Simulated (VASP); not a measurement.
# In2GeS2 (P-6m2) in VASP: further runs

Runs on In2GeS2. Level: PBE. Tasks: relaxation of cell and atoms, single point.

All numbers are computed with VASP 6.6.1; they aren't measurements. Logs are shortened: lines on timing, memory, paths and dates and some standing lists are left out, and cuts for length are marked.

### Step 1. The cell of the first run

The structure is hexagonal, space group P-6m2 (No. 187). The conventional cell has a = 4.454 Å, b = 4.454 Å, c = 7.749 Å, α = 90.00°, β = 90.00°, γ = 120.00°. Within 4.5 Å of In (site symmetry 3m) lie 6 S at 3.11 to 3.33 Å and 3 Ge at 3.33 Å and 8 In at 3.51 to 4.45 Å. Within 3.4 Å of Ge (site symmetry -6m2) lie 3 S at 2.57 Å and 6 In at 3.33 Å. S (site symmetry -6m2) has 6 In at 3.11 Å and 2 Ge at 3.87 Å within 4.1 Å. S (site symmetry -6m2) has 3 Ge at 2.57 Å and 6 In at 3.33 Å within 3.4 Å.

The cell was built from a structure type or drawn by symmetry, and may not be a known phase.

### Step 2. Relaxation of cell and atoms, PBE

File INCAR:

```
PREC = Accurate ; ENCUT = 600
EDIFF = 1E-6 ; ISMEAR = 0
SIGMA = 0.1 ; LREAL = F
LASPH = T ; NELM = 80
ALGO = Normal ; ISIF = 3
LWAVE = F ; LCHARG = F
GGA = PE ; IBRION = 2
NSW = 90 ; EDIFFG = -0.04
```

File KPOINTS:

```
regular mesh
0
Gamma
  6 6 2
```

File POSCAR:

```
In2GeS2
1.0
    4.4540762300      0.0000000000      0.0000000000
   -2.2270381200      3.8573431700      0.0000000000
    0.0000000000      0.0000000000      7.7488914300
In Ge S
2 1 2
Direct
    0.6666666700      0.3333333300      0.2264030000
    0.6666666700      0.3333333300      0.7735970000
    0.0000000000      0.0000000000      0.5000000000
    0.0000000000      0.0000000000      0.0000000000
    0.3333333300      0.6666666700      0.5000000000
```

Potentials or basis: VASP PAW PBE potentials, release 64 (In_d, Ge_d, S).

On the command line:

```sh
$ cat potpaw_PBE.64/In_d/POTCAR potpaw_PBE.64/Ge_d/POTCAR potpaw_PBE.64/S/POTCAR > POTCAR
$ mpirun -np 1 vasp_std > vasp.out
```

OUTCAR:

```text
PREC = Accurate
   ENCUT = 600
   EDIFF = 1E-6
   ISMEAR = 0
   LREAL = F
   LASPH = T
   NELM = 80
   ISIF = 3
   GGA = PE
   IBRION = 2
   NSW = 90
   EDIFFG = -0.04

 ion  position               nearest neighbor table
   1  0.667  0.333  0.226-   4 3.11   4 3.11   4 3.11   5 3.33   3 3.33   5 3.33   3 3.33   3 3.33
                             5 3.33   2 3.51
   2  0.667  0.333  0.774-   4 3.11   4 3.11   4 3.11   5 3.33   3 3.33   5 3.33   3 3.33   3 3.33
                             5 3.33   1 3.51
   3  0.000  0.000  0.500-   5 2.57   5 2.57   5 2.57   1 3.33   2 3.33   2 3.33   1 3.33   2 3.33
                             1 3.33
   4  0.000  0.000  0.000-   1 3.11   2 3.11   1 3.11   2 3.11   1 3.11   2 3.11
   5  0.333  0.667  0.500-   3 2.57   3 2.57   3 2.57   1 3.33   2 3.33   1 3.33   2 3.33   1 3.33
                             2 3.33

  LATTYP: Found a hexagonal cell.
 ALAT       =     4.4540762300
 C/A-ratio  =     1.7397303122

  Lattice vectors:

 A1 = (   4.4540762300,   0.0000000000,   0.0000000000)
 A2 = (  -2.2270381200,   3.8573431700,   0.0000000000)
 A3 = (   0.0000000000,   0.0000000000,   7.7488914300)

Analysis of symmetry for initial positions (statically):
=====================================================================
 Subroutine PRICEL returns:
 Original cell was already a primitive cell.

 Routine SETGRP: Setting up the symmetry group for a
 hexagonal supercell.

 Subroutine GETGRP returns: Found 12 space group operations
 (whereof 12 operations were pure point group operations)
 out of a pool of 24 trial point group operations.

The static configuration has the point symmetry D_3h.

Analysis of symmetry for dynamics (positions and initial velocities):
=====================================================================
 Subroutine PRICEL returns:
 Original cell was already a primitive cell.

 Routine SETGRP: Setting up the symmetry group for a
 hexagonal supercell.

 Subroutine GETGRP returns: Found 12 space group operations
 (whereof 12 operations were pure point group operations)
 out of a pool of 24 trial point group operations.

The dynamic configuration has the point symmetry D_3h.

 Subroutine INISYM returns: Found 12 space group operations
 (whereof 12 operations are pure point group operations),
 and found     1 'primitive' translations

----------------------------------------------------------------------------------------

                                     Primitive cell

  volume of cell :     133.1329

  direct lattice vectors                    reciprocal lattice vectors
     4.454076230  0.000000000  0.000000000     0.224513445  0.129622898  0.000000000
    -2.227038120  3.857343170  0.000000000     0.000000000  0.259245796  0.000000000
     0.000000000  0.000000000  7.748891430     0.000000000  0.000000000  0.129050718

  length of vectors
     4.454076230  4.454076236  7.748891430     0.259245796  0.259245796  0.129050718

  position of ions in fractional coordinates (direct lattice)
     0.666666670  0.333333330  0.226403000
     0.666666670  0.333333330  0.773597000
     0.000000000  0.000000000  0.500000000
     0.000000000  0.000000000  0.000000000
     0.333333330  0.666666670  0.500000000

  ion indices of the primitive-cell ions
   primitive index   ion index
                 1           1
                 2           2
                 3           3
                 4           4
                 5           5

----------------------------------------------------------------------------------------

 KPOINTS: regular mesh

Automatic generation of k-mesh.
 Grid dimensions read from file:
 generate k-points for:    6    6    2

 Generating k-lattice:

  Cartesian coordinates                     Fractional coordinates (reciprocal lattice)
     0.037418908  0.021603816  0.000000000     0.166666667  0.000000000  0.000000000
     0.000000000  0.043207633  0.000000000     0.000000000  0.166666667  0.000000000
     0.000000000  0.000000000  0.064525359     0.000000000  0.000000000  0.500000000

  Length of vectors
     0.043207633  0.043207633  0.064525359

  Shift w.r.t. Gamma in fractional coordinates (k-lattice)
     0.000000000  0.000000000  0.000000000

 Subroutine IBZKPT returns following result:
 ===========================================

 Found     14 irreducible k-points:

 Following reciprocal coordinates:
            Coordinates               Weight
  0.000000  0.000000  0.000000      1.000000
  0.166667  0.000000  0.000000      6.000000
  0.333333  0.000000  0.000000      6.000000
  0.500000  0.000000  0.000000      3.000000
  0.166667  0.166667  0.000000      6.000000
  0.333333  0.166667  0.000000     12.000000
  0.333333  0.333333  0.000000      2.000000
  0.000000  0.000000  0.500000      1.000000
  0.166667  0.000000  0.500000      6.000000
  0.333333  0.000000  0.500000      6.000000
  0.500000  0.000000  0.500000      3.000000
  0.166667  0.166667  0.500000      6.000000
  0.333333  0.166667  0.500000     12.000000
  0.333333  0.333333  0.500000      2.000000
   k-points           NKPTS =     14   k-points in BZ     NKDIM =     14   number of bands    NBANDS=     31
   number of dos      NEDOS =    301   number of ions     NIONS =      5
   total plane-waves  NPLWV =  82944
   dimension x,y,z NGX =    36 NGY =   36 NGZ =   64
   dimension x,y,z NGXF=    72 NGYF=   72 NGZF=  128
   ions per type =               2   1   2
   NGX,Y,Z   is equivalent  to a cutoff of  13.44, 13.44, 13.73 a.u.
   NGXF,Y,Z  is equivalent  to a cutoff of  26.87, 26.87, 27.46 a.u.
 SYSTEM =  unknown system
   PREC   = accura    normal or accurate (medium, high low for compatibility)
   ISTART =      0    job   : 0-new  1-cont  2-samecut
   ICHARG =      2    charge: 1-file 2-atom 10-const
   ISPIN  =      1    spin polarized calculation?
   LNONCOLLINEAR =      F non collinear calculations
   LSORBIT =      F    spin-orbit coupling
   LASPH  =      T    aspherical Exc in radial PAW
   ENCUT  =  600.0 eV  44.10 Ry    6.64 a.u.   8.90  8.90 15.48*2*pi/ulx,y,z
   NELM   =     80;   NELMIN=  2; NELMDL= -5     # of ELM steps
   EDIFF  = 0.1E-05   stopping-criterion for ELM
   LREAL  =      F    real-space projection
   EDIFFG = -.4E-01   stopping-criterion for IOM
   NSW    =     90    number of steps for IOM
   IBRION =      2    ionic relax: 0-MD 1-quasi-New 2-CG
   NFREE  =      1    steps in history (QN), initial steepest desc. (CG)
   ISIF   =      3    stress and relaxation
   ISYM   =      2    0-nonsym 1-usesym 2-fastsym
   POTIM  = 0.5000    time-step for ionic-motion
   TEBEG  =    0.0;   TEEND  =   0.0 temperature during run
   PSTRESS=    0.0 pullay stress
   NELECT =      52.0000    total number of electrons
   NUPDOWN=      -1.0000    fix difference up-down
   EMIN   =  10.00;   EMAX   =-10.00  energy-range for DOS
   EFERMI =   0.00;   METHOD = LEGACY
   ISMEAR =     0;   SIGMA  =   0.10  broadening in eV -4-tet -1-fermi 0-gaus
   EFERMI_NEDOS =   21; number of points for ismear=-14 and -15
   IALGO  =     38    algorithm
   IMIX   =      4    mixing-type and parameters
     AMIX     =   0.40;   BMIX     =  1.00
     AMIX_MAG =   1.60;   BMIX_MAG =  1.00
  volume/ion in A,a.u.               =      26.63       179.69
  Fermi-wavevector in a.u.,A,eV,Ry     =   1.196688  2.261412 19.484375  1.432061
  Thomas-Fermi vector in A             =   2.332622
   LORBIT       =      0    0 simple, 1 ext, 2 COOP (PROOUT), +10 PAW based schemes
   GGA     = PE    functional components
   LHFCALC =     F    Hartree Fock is set to
   AEXX    =    0.0000 exact exchange contribution
   IVDW    =     0    specifies the selected vdW correction
   LEPSILON=     F    determine dielectric tensor
   LRPA    =     F    only Hartree local field effects (RPA)
 conjugate gradient relaxation of ions
 non-spin polarized calculation
 Gauss-broadening in eV      SIGMA  =   0.10
  energy-cutoff  :      600.00
  volume of cell :      133.13
 maximum number of plane-waves:      4479
 NGX is ok and might be reduce to    36

--------------------------------------- Ionic step        1  -------------------------------------------

 number of electron      51.9999994 magnetization

 Free energy of the ion-electron system (eV)
  ---------------------------------------------------
  ext. energy  EPLUGINS =         0.00000000
  ---------------------------------------------------
  free energy    TOTEN  =       -17.84916260 eV

  energy without entropy =      -17.83592989  energy(sigma->0) =      -17.84254624

------------------------ aborting loop because EDIFF is reached ----------------------------------------

  FORCE on cell =-STRESS in cart. coord.  units (eV):
  Direction    XX          YY          ZZ          XY          YZ          ZX
  --------------------------------------------------------------------------------------
  -------------------------------------------------------------------------------------
  Total       -0.4842944     -0.4842944     -0.9911593      0.0000000      0.0000000      0.0000000
  in kB       -5.8282014     -5.8282014    -11.9280250      0.0000000      0.0000000      0.0000000
  external PRESSURE =      -7.8614759 kB  Pullay stress =       0.0000000 kB
[... 98 lines left out ...]
  FREE ENERGIE OF THE ION-ELECTRON SYSTEM (eV)
  ---------------------------------------------------
  free  energy   TOTEN  =       -17.9189018016 eV

  energy  without entropy=      -17.9055017951  energy(sigma->0) =      -17.91220180

 E-fermi :   4.9455     XC(G=0):  -9.3202

 val. band max:        4.8421085918   @ k =   0.3333   0.3333   0.0000
 cond. band min:       4.9648851957   @ k =   0.1667   0.0000   0.0000
 fundamental gap:      0.1227766039
 Fermi energy:         4.9455058090

 k-point     1 :       0.0000    0.0000    0.0000
  band No.  band energies     occupation
      1     -20.4065      2.00000
      2     -20.3932      2.00000
      3     -20.3932      2.00000
      4     -20.3749      2.00000
      5     -20.3749      2.00000
      6      -9.5830      2.00000
[... 465 lines left out ...]
     30       7.6715      0.00000
     31       8.4480      0.00000

[... ionic steps 4 to 10 ...]

--------------------------------------- Ionic step       11  -------------------------------------------

 number of electron      52.0000002 magnetization

------------------------ aborting loop because EDIFF is reached ----------------------------------------

  FORCE on cell =-STRESS in cart. coord.  units (eV):
  Direction    XX          YY          ZZ          XY          YZ          ZX
  --------------------------------------------------------------------------------------
  -------------------------------------------------------------------------------------
  Total       -0.5338957     -0.5338957     -0.2872146      0.0000000     -0.0000000      0.0000000
  in kB       -6.0795526     -6.0795526     -3.2705565      0.0000000     -0.0000000      0.0000000
  external PRESSURE =      -5.1432206 kB  Pullay stress =       0.0000000 kB
[... 63 lines left out ...]
  energy  without entropy=      -18.0106325677  energy(sigma->0) =      -18.01746844

--------------------------------------- Ionic step       13  -------------------------------------------

 number of electron      52.0000018 magnetization

 Free energy of the ion-electron system (eV)
  ---------------------------------------------------
  ext. energy  EPLUGINS =         0.00000000
  ---------------------------------------------------
  free energy    TOTEN  =       -18.04408104 eV

  energy without entropy =      -18.03022002  energy(sigma->0) =      -18.03715053

 E-fermi :   4.3501     XC(G=0):  -9.0393

 val. band max:        4.1502182077   @ k =   0.0000   0.0000   0.5000
 cond. band min:       4.3651705330   @ k =   0.3333   0.1667   0.0000
 fundamental gap:      0.2149523253
 Fermi energy:         4.3501031150

 k-point     1 :       0.0000    0.0000    0.0000
  band No.  band energies     occupation
      1     -20.6448      2.00000
      2     -20.6272      2.00000
      3     -20.6272      2.00000
      4     -20.6265      2.00000
      5     -20.6265      2.00000
      6      -9.9967      2.00000
[... 497 lines left out ...]
  FREE ENERGIE OF THE ION-ELECTRON SYSTEM (eV)
  ---------------------------------------------------
  free  energy   TOTEN  =       -18.0440810383 eV

  energy  without entropy=      -18.0302200157  energy(sigma->0) =      -18.03715053

 reached required accuracy - stopping structural energy minimisation
```

Run time: 16 min. Hardware: 1 thread of Intel Xeon 8259CL, shared host; peak memory 0.33 GiB.

What came out:

```
Free energy                           : -18.0441 eV
Relaxed volume                        : 27.87 Å³/atom
Relaxed cell                          : a = 4.274 Å, b = 4.274 Å, c = 8.811 Å, α = 90.00°, β = 90.00°, γ = 120.00°
Space group after relaxing (to 0.1 Å) : P-6m2 (No. 187)
Energy gained by relaxing             : 39.0 meV/atom
Ionic steps                           : 13
Pressure after relaxing               : -0.1 GPa
Largest force after relaxing          : 0.011 eV/Å
Band gap on the k mesh                : zero (bands 26 and 27 overlap by 0.54 eV)
```

Forces on the atoms (eV/Å):
```
In   0.000  0.000 -0.011
In   0.000  0.000  0.011
Ge   0.000  0.000  0.000
S    0.000  0.000  0.000
S    0.000  0.000  0.000
```

The path:
```csv
step,energy change (eV),largest force (eV/Å),pressure (GPa),volume (Å³)
1,0.0000,0.6874,-0.79,133.13
2,-0.0480,0.5154,-0.10,130.63
3,-0.0697,0.1451,1.42,126.27
4,-0.0725,0.2458,1.05,127.34
5,-0.0946,0.0974,0.44,129.94
6,-0.0976,0.0057,0.02,131.59
7,-0.1058,0.0155,-0.09,132.32
8,-0.1286,0.0400,-0.22,134.42
9,-0.1726,0.0742,-0.63,138.30
10,-0.1488,0.1568,0.08,144.78
11,-0.1914,0.0565,-0.51,140.70
12,-0.1751,0.1044,1.09,136.22
13,-0.1949,0.0111,-0.10,139.37
```

Final structure:
```
In Ge S
1.0
     4.27370    0.00000    0.00000
    -2.13685    3.70113    0.00000
     0.00000    0.00000    8.81139
In Ge S
2 1 2
Direct
  0.66667 0.33333 0.19288
  0.66667 0.33333 0.80712
  0.00000 0.00000 0.50000
  0.00000 0.00000 0.00000
  0.33333 0.66667 0.50000
```

Levels at points of the mesh, in eV from the Fermi level:
| k point | band 22 | band 23 | band 24 | band 25 | band 26 | band 27 | band 28 | band 29 | band 30 | band 31 |
| --- | --- | --- | --- | --- | --- | --- | --- | --- | --- | --- |
| (0.00, 0.00, 0.00) | -3.69 | -3.27 | -1.83 | -1.83 | 0.55 | 1.31 | 1.54 | 1.54 | 2.51 | 4.44 |
| (0.50, 0.00, 0.00) | -3.50 | -2.41 | -2.29 | -1.77 | -0.65 | 0.13 | 1.40 | 2.90 | 3.00 | 3.70 |
| (0.00, 0.00, 0.50) | -3.76 | -2.23 | -1.83 | -1.83 | -0.20 | 1.38 | 1.53 | 1.53 | 3.86 | 4.05 |
| (0.50, 0.00, 0.50) | -3.08 | -2.79 | -2.43 | -1.91 | -1.12 | 0.61 | 1.73 | 2.42 | 3.47 | 3.76 |

Caveat: the k points lie up to 0.36 Å⁻¹ apart in the final cell, too coarse for converged energies and pressures of a metal; spin-orbit coupling is left out, which moves the levels of the heavy elements.

### Step 3. Single point, PBE

This run uses another cell than the first one: it holds 10 atoms, not 5.

File INCAR:

```
PREC = Accurate
ENCUT = 520
EDIFF = 1E-6
ISMEAR = 0
SIGMA = 0.2
LREAL = False
LASPH = True
NELM = 100
ALGO = Normal
ISIF = 2
LWAVE = False
LCHARG = False
GGA = PE
NBANDS = 63
```

File KPOINTS:

```
Automatic mesh
0
Gamma
  6 6 2
```

File POSCAR:

```
In2GeS2
1.0
    4.2951783044      0.0000000000      0.0000000000
   -2.1475891522      3.7197335254      0.0000000000
    0.0000000000      0.0000000000     16.9699424483
In Ge S
4 2 4
Direct
    0.6666666667      0.3333333333      0.0993651228
    0.6666666667      0.3333333333      0.5993651228
    0.6666666667      0.3333333333      0.4006348772
    0.6666666667      0.3333333333      0.9006348772
    0.0000000000      0.0000000000      0.2500000000
    0.0000000000      0.0000000000      0.7500000000
    0.0000000000      0.0000000000      0.0000000000
    0.0000000000      0.0000000000      0.5000000000
    0.3333333333      0.6666666667      0.2500000000
    0.3333333333      0.6666666667      0.7500000000
```

Potentials or basis: VASP PAW PBE potentials, release 64 (In_d, Ge_d, S).

On the command line:

```sh
$ cat potpaw_PBE.64/In_d/POTCAR potpaw_PBE.64/Ge_d/POTCAR potpaw_PBE.64/S/POTCAR > POTCAR
$ mpirun -np 1 vasp_std > vasp.out
```

It took 5.9 min on 1 thread of Intel Xeon 8259CL, shared host; peak memory 0.47 GiB.

It converged, with:

```
Free energy            : -36.1769 eV
Pressure               : -0.1 GPa
Largest force          : 0.017 eV/Å
Band gap on the k mesh : zero (bands 52 and 53 overlap by 0.66 eV)
```

Forces in eV/Å, atoms in the order of the input:
```
In   0.000  0.000 -0.017
In   0.000  0.000 -0.017
In   0.000  0.000  0.017
In   0.000  0.000  0.017
Ge   0.000  0.000  0.000
Ge   0.000  0.000  0.000
S    0.000  0.000  0.000
S    0.000  0.000  0.000
S    0.000  0.000  0.000
S    0.000  0.000  0.000
```

Stress tensor (GPa, compression positive):
```
-0.16  0.00  0.00
 0.00 -0.16  0.00
 0.00  0.00  0.14
```

Levels at points of the mesh, in eV from the Fermi level:
```
           k point  band 48  band 49  band 50  band 51  band 52  band 53  band 54  band 55  band 56  band 57
(0.00, 0.00, 0.00)    -1.91    -1.90    -1.90    -0.13     0.67     1.29     1.29     1.31     1.31     1.32
(0.50, 0.00, 0.00)    -2.46    -1.99    -1.71    -1.04    -0.58     0.18     0.59     1.52     1.84     2.52
(0.00, 0.00, 0.50)    -1.90    -1.90    -1.90     0.24     0.24     1.30     1.30     1.30     1.30     1.36
(0.50, 0.00, 0.50)    -2.48    -1.88    -1.88    -0.85    -0.85     0.46     0.46     1.59     1.59     2.74
```

Caveat: spin-orbit coupling is left out, which moves the levels of the heavy elements.

(Continued in part 2 of 2.)
